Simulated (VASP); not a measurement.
Crystal: NaF (l.bB).

```
Na F
1.0
     0.00000    2.31500    2.31500
     2.31500    0.00000    2.31500
     2.31500    2.31500    0.00000
Na F
1 1
Direct
  0.00000 0.00000 0.00000
  0.50000 0.50000 0.50000
```

| Property | Result |
| --- | --- |
| Program | VASP 6.6.1 |
| Task | relaxation of cell and atoms |
| Functional | LDA |
| Potentials or basis | VASP PAW LDA potentials, release 64 (Na_pv, F) |
| Cutoff | 600 eV |
| k mesh | 8 × 8 × 8 |
| Occupations | gaussian, width 0.02 eV |
| Spin | no spin polarisation |

At the start: pressure -4.4 GPa; volume 12.41 Å³/atom.

How do energy, volume and symmetry change on relaxing?

Over 4 steps the energy falls by 15.5 meV/atom and the volume is 11.37 Å³/atom (-8.4 %); space group Fm-3m (No. 225, to 0.05 Å).

Step by step:
| step | energy change (eV) | largest force (eV/Å) | pressure (GPa) | volume (Å³) |
| --- | --- | --- | --- | --- |
| 1 | 0.0000 | 0.0000 | -4.42 | 24.81 |
| 2 | -0.0251 | 0.0000 | -2.14 | 23.61 |
| 3 | -0.0311 | 0.0000 | -0.12 | 22.78 |
| 4 | -0.0311 | 0.0000 | 0.02 | 22.73 |

Final structure:
```yaml
crystal:
  lattice:
    - [0.00000, 2.24846, 2.24846]
    - [2.24846, 0.00000, 2.24846]
    - [2.24846, 2.24846, 0.00000]
  atoms:
    - { symbol: Na, position: [0.00000, 0.00000, 0.00000] }
    - { symbol: F, position: [0.50000, 0.50000, 0.50000] }
```
